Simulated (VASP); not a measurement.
# LiF (Pm-3m) in VASP: further runs

LiF is run at these levels: PBE; tasks: single point.

Everything below comes from runs of VASP 6.6.1. Logs are shortened: lines on timing, memory, paths and dates and some standing lists are left out, and cuts for length are marked.

## (1) The cell of the first run

The structure is cubic, space group Pm-3m (No. 221). The conventional cell has a = 2.457 Å, b = 2.457 Å, c = 2.457 Å, α = 90.00°, β = 90.00°, γ = 90.00°. Within 2.8 Å of Li (site symmetry m-3m) lie 8 F at 2.13 Å and 6 Li at 2.46 Å. F (site symmetry m-3m) has 8 Li at 2.13 Å and 6 F at 2.46 Å within 2.8 Å.

## (2) Single point, PBE (strain -0.040 along x and y, -0.040 along z)

Input file INCAR:

```
SYSTEM = LiF
PREC = Accurate
ENCUT = 520
EDIFF = 1E-6
ISMEAR = 0
SIGMA = 0.05
LREAL = .FALSE.
LASPH = .TRUE.
NELM = 60
ALGO = Normal
ISIF = 2
LWAVE = .FALSE.
LCHARG = .FALSE.
GGA = PE
NBANDS = 12
```

Input file KPOINTS:

```
regular mesh
0
G
  10 10 10
  0 0 0
```

Input file POSCAR:

```
LiF
1.0
    2.4571516800      0.0000000000      0.0000000000
    0.0000000000      2.4571516800      0.0000000000
    0.0000000000      0.0000000000      2.4571516800
Li F
1 1
Direct
    0.0000000000      0.0000000000      0.0000000000
    0.5000000000      0.5000000000      0.5000000000
```

Potentials or basis: VASP PAW PBE potentials, release 64 (Li_sv, F).

Launch:

```sh
> cat potpaw_PBE.64/Li_sv/POTCAR potpaw_PBE.64/F/POTCAR > POTCAR
> mpirun -np 1 vasp_std > vasp.out
```

OUTCAR:

```text
SYSTEM = LiF
   PREC = Accurate
   ENCUT = 520
   EDIFF = 1E-6
   ISMEAR = 0
   LREAL = .FALSE.
   LASPH = .TRUE.
   NELM = 60
   ISIF = 2
   GGA = PE

 ion  position               nearest neighbor table
   1  0.000  0.000  0.000-   2 2.13   2 2.13   2 2.13   2 2.13   2 2.13   2 2.13   2 2.13   2 2.13

   2  0.500  0.500  0.500-   1 2.13   1 2.13   1 2.13   1 2.13   1 2.13   1 2.13   1 2.13   1 2.13

  LATTYP: Found a simple cubic cell.
 ALAT       =     2.4571516800

  Lattice vectors:

 A1 = (   2.4571516800,   0.0000000000,   0.0000000000)
 A2 = (   0.0000000000,   2.4571516800,   0.0000000000)
 A3 = (   0.0000000000,   0.0000000000,   2.4571516800)

Analysis of symmetry for initial positions (statically):
=====================================================================
 Subroutine PRICEL returns:
 Original cell was already a primitive cell.

 Routine SETGRP: Setting up the symmetry group for a
 simple cubic supercell.

 Subroutine GETGRP returns: Found 48 space group operations
 (whereof 48 operations were pure point group operations)
 out of a pool of 48 trial point group operations.

The static configuration has the point symmetry O_h .

Analysis of symmetry for dynamics (positions and initial velocities):
=====================================================================
 Subroutine PRICEL returns:
 Original cell was already a primitive cell.

 Routine SETGRP: Setting up the symmetry group for a
 simple cubic supercell.

 Subroutine GETGRP returns: Found 48 space group operations
 (whereof 48 operations were pure point group operations)
 out of a pool of 48 trial point group operations.

The dynamic configuration has the point symmetry O_h .

 Subroutine INISYM returns: Found 48 space group operations
 (whereof 48 operations are pure point group operations),
 and found     1 'primitive' translations

----------------------------------------------------------------------------------------

                                     Primitive cell

  volume of cell :      14.8353

  direct lattice vectors                    reciprocal lattice vectors
     2.457151680  0.000000000  0.000000000     0.406975283  0.000000000  0.000000000
     0.000000000  2.457151680  0.000000000     0.000000000  0.406975283  0.000000000
     0.000000000  0.000000000  2.457151680     0.000000000  0.000000000  0.406975283

  length of vectors
     2.457151680  2.457151680  2.457151680     0.406975283  0.406975283  0.406975283

  position of ions in fractional coordinates (direct lattice)
     0.000000000  0.000000000  0.000000000
     0.500000000  0.500000000  0.500000000

  ion indices of the primitive-cell ions
   primitive index   ion index
                 1           1
                 2           2

----------------------------------------------------------------------------------------

 KPOINTS: regular mesh

Automatic generation of k-mesh.
 Grid dimensions read from file:
 generate k-points for:   10   10   10

 Generating k-lattice:

  Cartesian coordinates                     Fractional coordinates (reciprocal lattice)
     0.040697528  0.000000000  0.000000000     0.100000000  0.000000000  0.000000000
     0.000000000  0.040697528  0.000000000     0.000000000  0.100000000  0.000000000
     0.000000000  0.000000000  0.040697528     0.000000000  0.000000000  0.100000000

  Length of vectors
     0.040697528  0.040697528  0.040697528

  Shift w.r.t. Gamma in fractional coordinates (k-lattice)
     0.000000000  0.000000000  0.000000000

 Subroutine IBZKPT returns following result:
 ===========================================

 Found     56 irreducible k-points:

 Following reciprocal coordinates:
            Coordinates               Weight
  0.000000  0.000000  0.000000      1.000000
  0.100000  0.000000  0.000000      6.000000
  0.200000  0.000000  0.000000      6.000000
  0.300000  0.000000  0.000000      6.000000
  0.400000  0.000000  0.000000      6.000000
  0.500000  0.000000  0.000000      3.000000
[... 16 lines left out ...]
  0.200000  0.100000  0.100000     24.000000
  0.300000  0.100000  0.100000     24.000000
 [... further k-points ...]
   k-points           NKPTS =     56   k-points in BZ     NKDIM =     56   number of bands    NBANDS=     12
   number of dos      NEDOS =    301   number of ions     NIONS =      2
   total plane-waves  NPLWV =   5832
   dimension x,y,z NGX =    18 NGY =   18 NGZ =   18
   dimension x,y,z NGXF=    36 NGYF=   36 NGZF=   36
   ions per type =               1   1
   NGX,Y,Z   is equivalent  to a cutoff of  12.18, 12.18, 12.18 a.u.
   NGXF,Y,Z  is equivalent  to a cutoff of  24.36, 24.36, 24.36 a.u.
 SYSTEM =  LiF
   PREC   = accura    normal or accurate (medium, high low for compatibility)
   ISTART =      0    job   : 0-new  1-cont  2-samecut
   ICHARG =      2    charge: 1-file 2-atom 10-const
   ISPIN  =      1    spin polarized calculation?
   LNONCOLLINEAR =      F non collinear calculations
   LSORBIT =      F    spin-orbit coupling
   LASPH  =      T    aspherical Exc in radial PAW
   ENCUT  =  520.0 eV  38.22 Ry    6.18 a.u.   4.57  4.57  4.57*2*pi/ulx,y,z
   NELM   =     60;   NELMIN=  2; NELMDL= -5     # of ELM steps
   EDIFF  = 0.1E-05   stopping-criterion for ELM
   LREAL  =      F    real-space projection
   EDIFFG = 0.1E-04   stopping-criterion for IOM
   NSW    =      0    number of steps for IOM
   IBRION =     -1    ionic relax: 0-MD 1-quasi-New 2-CG
   NFREE  =      0    steps in history (QN), initial steepest desc. (CG)
   ISIF   =      2    stress and relaxation
   ISYM   =      2    0-nonsym 1-usesym 2-fastsym
   POTIM  = 0.5000    time-step for ionic-motion
   TEBEG  =    0.0;   TEEND  =   0.0 temperature during run
   PSTRESS=    0.0 pullay stress
   NELECT =      10.0000    total number of electrons
   NUPDOWN=      -1.0000    fix difference up-down
   EMIN   =  10.00;   EMAX   =-10.00  energy-range for DOS
   EFERMI =   0.00;   METHOD = LEGACY
   ISMEAR =     0;   SIGMA  =   0.05  broadening in eV -4-tet -1-fermi 0-gaus
   EFERMI_NEDOS =   21; number of points for ismear=-14 and -15
   IALGO  =     38    algorithm
   IMIX   =      4    mixing-type and parameters
     AMIX     =   0.40;   BMIX     =  1.00
     AMIX_MAG =   1.60;   BMIX_MAG =  1.00
  volume/ion in A,a.u.               =       7.42        50.06
  Fermi-wavevector in a.u.,A,eV,Ry     =   1.435411  2.712533 28.033499  2.060404
  Thomas-Fermi vector in A             =   2.554712
   LORBIT       =      0    0 simple, 1 ext, 2 COOP (PROOUT), +10 PAW based schemes
   GGA     = PE    functional components
   LHFCALC =     F    Hartree Fock is set to
   AEXX    =    0.0000 exact exchange contribution
   IVDW    =     0    specifies the selected vdW correction
   LEPSILON=     F    determine dielectric tensor
   LRPA    =     F    only Hartree local field effects (RPA)
 non-spin polarized calculation
 Gauss-broadening in eV      SIGMA  =   0.05
  energy-cutoff  :      520.00
  volume of cell :       14.84
 maximum number of plane-waves:       432
   NGX =  9   NGY =  9   NGZ =  9

 number of electron      10.0000003 magnetization

 Free energy of the ion-electron system (eV)
  ---------------------------------------------------
  ext. energy  EPLUGINS =         0.00000000
  ---------------------------------------------------
  free energy    TOTEN  =        -8.98982887 eV

  energy without entropy =       -8.98982887  energy(sigma->0) =       -8.98982887

 E-fermi :   1.2654     XC(G=0): -10.5363

 val. band max:        1.0048281708   @ k =   0.5000   0.5000   0.0000
 cond. band min:       9.6047962174   @ k =   0.0000   0.0000   0.0000
 fundamental gap:      8.5999680466
 Fermi energy:         1.2654476939

 k-point     1 :       0.0000    0.0000    0.0000
  band No.  band energies     occupation
      1     -41.7531      2.00000
      2     -20.3414      2.00000
      3       0.2015      2.00000
      4       0.2015      2.00000
      5       0.2015      2.00000
      6       9.6048      0.00000
      7      20.5826      0.00000
      8      20.5826      0.00000
      9      23.3719      0.00000
     10      23.3719      0.00000
     11      23.3719      0.00000
     12      41.6835      0.00000

 k-point     2 :       0.1000    0.0000    0.0000
  band No.  band energies     occupation
      1     -41.7462      2.00000
      2     -20.2923      2.00000
      3      -0.2036      2.00000
      4       0.2446      2.00000
      5       0.2446      2.00000
      6       9.8361      0.00000
      7      19.3093      0.00000
      8      20.8295      0.00000
      9      23.3030      0.00000
     10      23.3030      0.00000
     11      25.3106      0.00000
     12      40.1564      0.00000

 k-point     3 :       0.2000    0.0000    0.0000
  band No.  band energies     occupation
      1     -41.7277      2.00000
      2     -20.1569      2.00000
      3      -1.1616      2.00000
      4       0.3594      2.00000
      5       0.3594      2.00000
      6      10.3018      0.00000
      7      17.8322      0.00000
      8      21.5704      0.00000
      9      23.1033      0.00000
     10      23.1033      0.00000
     11      28.7783      0.00000
     12      36.5170      0.00000
[... 286 lines left out ...]
 k-point    23 :       0.2000    0.1000    0.1000
  band No.  band energies     occupation
      1     -41.7146      2.00000
      2     -20.0482      2.00000
      3      -1.0797      2.00000
      4      -0.0533      2.00000
      5       0.0483      2.00000
      6      10.9022      0.00000
      7      17.7349      0.00000
      8      19.3507      0.00000
      9      23.0448      0.00000
     10      26.0249      0.00000
     11      29.2341      0.00000
     12      34.4920      0.00000

 k-point    24 :       0.3000    0.1000    0.1000
  band No.  band energies     occupation
      1     -41.6924      2.00000
      2     -19.8664      2.00000
      3      -2.1230      2.00000
      4       0.0591      2.00000
      5       0.2207      2.00000
      6      11.3571      0.00000
      7      16.7765      0.00000
      8      19.6390      0.00000
      9      22.9944      0.00000
     10      26.0028      0.00000
     11      32.5464      0.00000
     12      32.6430      0.00000

 [... further k-points ...]
[... 5 lines left out ...]
  --------------------------------------------------------------------------------------
  -------------------------------------------------------------------------------------
  Total        0.9586644      0.9586644      0.9586644      0.0000000      0.0000000     -0.0000000
  in kB      103.5335975    103.5335975    103.5335975      0.0000000      0.0000000     -0.0000000
  external PRESSURE =     103.5335975 kB  Pullay stress =       0.0000000 kB

 VOLUME and BASIS-vectors are now :
 -----------------------------------------------------------------------------
  energy-cutoff  :      520.00
  volume of cell :       14.84
      direct lattice vectors                 reciprocal lattice vectors
     2.457151680  0.000000000  0.000000000     0.406975283  0.000000000  0.000000000
     0.000000000  2.457151680  0.000000000     0.000000000  0.406975283  0.000000000
     0.000000000  0.000000000  2.457151680     0.000000000  0.000000000  0.406975283

 POSITION                                       TOTAL-FORCE (eV/Angst)
 -----------------------------------------------------------------------------------
      0.00000      0.00000      0.00000         0.000000      0.000000      0.000000
      1.22858      1.22858      1.22858         0.000000      0.000000      0.000000
 -----------------------------------------------------------------------------------
    total drift:                                0.000000     -0.000000      0.000000

  FREE ENERGIE OF THE ION-ELECTRON SYSTEM (eV)
  ---------------------------------------------------
  free  energy   TOTEN  =        -8.9898288698 eV

  energy  without entropy=       -8.9898288698  energy(sigma->0) =       -8.98982887
```

Wall time 6.9 s (1 thread of Intel Xeon 8259CL, shared host); peak memory 0.12 GiB.

Results:

* Free energy: -8.9898 eV
* Band gap on the k mesh: 8.60 eV (least direct gap 9.40 eV)

Caveat: the cell differs from its parent crystal (strain -0.040 along x and y, -0.040 along z); the cutoff is under 1.25 times the usual one of these potentials, so pressure, stress and relaxed cells hold a basis-set (Pulay) error.

## (3) Single point, PBE (strain +0.040 along x and y, +0.040 along z)

Input file INCAR:

```
  PREC = Accurate
  ENCUT = 520
  EDIFF = 1E-6
  ISMEAR = 0
  SIGMA = 0.05
  LREAL = False
  LASPH = True
  NELM = 80
  ALGO = Normal
  ISIF = 2
  LWAVE = False
  LCHARG = False
  GGA = PE
  NBANDS = 12
```

Input file KPOINTS:

```
Automatic mesh
0
Gamma
  10 10 10
```

Input file POSCAR:

```
LiF
1.0
    2.6619143200      0.0000000000      0.0000000000
    0.0000000000      2.6619143200      0.0000000000
    0.0000000000      0.0000000000      2.6619143200
Li F
1 1
Direct
    0.0000000000      0.0000000000      0.0000000000
    0.5000000000      0.5000000000      0.5000000000
```

Potentials or basis: VASP PAW PBE potentials, release 64 (Li_sv, F).

Launch:

```sh
> cat potpaw_PBE.64/Li_sv/POTCAR potpaw_PBE.64/F/POTCAR > POTCAR
> mpirun -np 1 vasp_std > vasp.out
```

OUTCAR:

```text
PREC = Accurate
   ENCUT = 520
   EDIFF = 1E-6
   ISMEAR = 0
   LREAL = False
   LASPH = True
   NELM = 80
   ISIF = 2
   GGA = PE

 ion  position               nearest neighbor table
   1  0.000  0.000  0.000-
   2  0.500  0.500  0.500-

  LATTYP: Found a simple cubic cell.
 ALAT       =     2.6619143200

  Lattice vectors:

 A1 = (   2.6619143200,   0.0000000000,   0.0000000000)
 A2 = (   0.0000000000,   2.6619143200,   0.0000000000)
 A3 = (   0.0000000000,   0.0000000000,   2.6619143200)

Analysis of symmetry for initial positions (statically):
=====================================================================
 Subroutine PRICEL returns:
 Original cell was already a primitive cell.

 Routine SETGRP: Setting up the symmetry group for a
 simple cubic supercell.

 Subroutine GETGRP returns: Found 48 space group operations
 (whereof 48 operations were pure point group operations)
 out of a pool of 48 trial point group operations.

The static configuration has the point symmetry O_h .

[... 166 lines left out ...]
 cond. band min:       5.9499145100   @ k =   0.0000   0.0000   0.0000
 fundamental gap:      6.6297159227
 Fermi energy:        -0.3179420385

 k-point     1 :       0.0000    0.0000    0.0000
  band No.  band energies     occupation
      1     -43.7247      2.00000
      2     -21.0225      2.00000
      3      -1.2391      2.00000
      4      -1.2391      2.00000
      5      -1.2391      2.00000
      6       5.9499      0.00000
      7      17.4298      0.00000
      8      17.4298      0.00000
      9      18.8707      0.00000
     10      18.8707      0.00000
     11      18.8707      0.00000
     12      35.4667      0.00000
[... 331 lines left out ...]
 k-point    24 :       0.3000    0.1000    0.1000
  band No.  band energies     occupation
      1     -43.7006      2.00000
      2     -20.7203      2.00000
      3      -2.9875      2.00000
      4      -1.3596      2.00000
      5      -1.2234      2.00000
      6       7.9141      0.00000
      7      12.9990      0.00000
      8      16.1195      0.00000
      9      18.7246      0.00000
     10      21.9522      0.00000
     11      27.3214      0.00000
     12      27.3809      0.00000

 [... further k-points ...]
[... 5 lines left out ...]
  --------------------------------------------------------------------------------------
  -------------------------------------------------------------------------------------
  Total       -0.7707007     -0.7707007     -0.7707007     -0.0000000      0.0000000     -0.0000000
  in kB      -65.4657423    -65.4657423    -65.4657423     -0.0000000      0.0000000     -0.0000000
  external PRESSURE =     -65.4657423 kB  Pullay stress =       0.0000000 kB

 VOLUME and BASIS-vectors are now :
 -----------------------------------------------------------------------------
  energy-cutoff  :      520.00
  volume of cell :       18.86
      direct lattice vectors                 reciprocal lattice vectors
     2.661914320  0.000000000  0.000000000     0.375669492  0.000000000  0.000000000
     0.000000000  2.661914320  0.000000000     0.000000000  0.375669492  0.000000000
     0.000000000  0.000000000  2.661914320     0.000000000  0.000000000  0.375669492

 POSITION                                       TOTAL-FORCE (eV/Angst)
 -----------------------------------------------------------------------------------
      0.00000      0.00000      0.00000         0.000000      0.000000      0.000000
      1.33096      1.33096      1.33096         0.000000      0.000000      0.000000
 -----------------------------------------------------------------------------------
    total drift:                                0.000000      0.000000      0.000000

  FREE ENERGIE OF THE ION-ELECTRON SYSTEM (eV)
  ---------------------------------------------------
  free  energy   TOTEN  =        -9.0038794286 eV

  energy  without entropy=       -9.0038794286  energy(sigma->0) =       -9.00387943
```

OSZICAR:

```text
N       E                     dE             d eps       ncg     rms          rms(c)
DAV:   1     0.314635283635E+02    0.31464E+02   -0.52049E+03  1384   0.834E+02
DAV:   2    -0.843858085883E+01   -0.39902E+02   -0.38613E+02  1632   0.180E+02
DAV:   3    -0.956002350796E+01   -0.11214E+01   -0.11198E+01  1748   0.266E+01
DAV:   4    -0.957142923694E+01   -0.11406E-01   -0.11405E-01  1504   0.285E+00
DAV:   5    -0.957161674799E+01   -0.18751E-03   -0.18751E-03  1712   0.276E-01    0.457E+00
DAV:   6    -0.901533353835E+01    0.55628E+00   -0.27935E+00  1384   0.979E+00    0.153E+00
DAV:   7    -0.900690592839E+01    0.84276E-02   -0.18971E-02  1604   0.121E+00    0.892E-01
DAV:   8    -0.900373466903E+01    0.31713E-02   -0.18174E-02  1740   0.142E+00    0.132E-01
DAV:   9    -0.900376909998E+01   -0.34431E-04   -0.73015E-04  1612   0.255E-01    0.549E-02
DAV:  10    -0.900387908492E+01   -0.10998E-03   -0.16584E-04  1440   0.104E-01    0.101E-02
DAV:  11    -0.900387942863E+01   -0.34371E-06   -0.23195E-06  1732   0.135E-02
   1 F= -.90038794E+01 E0= -.90038794E+01  d E =-.152243E-26
```

Wall time 7.9 s (1 thread of Intel Xeon 8259CL, shared host); peak memory 0.12 GiB.

What came out:

- Free energy: -9.0039 eV
- Band gap on the k mesh: 6.63 eV (least direct gap 7.19 eV)

Levels at points of the mesh, in eV from the valence-band top:
```tsv
k point	band 1	band 2	band 3	band 4	band 5	band 6	band 7	band 8	band 9	band 10
(0.00, 0.00, 0.00)	-43.04	-20.34	-0.56	-0.56	-0.56	6.63	18.11	18.11	19.55	19.55
(0.50, 0.00, 0.00)	-43.02	-19.98	-3.16	-0.23	-0.23	8.55	12.77	19.18	19.18	23.09
(0.50, 0.50, 0.00)	-42.99	-19.59	-2.74	-2.74	0.00	12.59	12.76	12.76	18.16	22.36
(0.50, 0.50, 0.50)	-42.97	-19.26	-1.90	-1.90	-1.90	10.79	10.79	10.79	22.45	22.45
```

Caveat: the cell differs from its parent crystal (strain +0.040 along x and y, +0.040 along z); the cutoff is under 1.25 times the usual one of these potentials, so pressure, stress and relaxed cells hold a basis-set (Pulay) error.
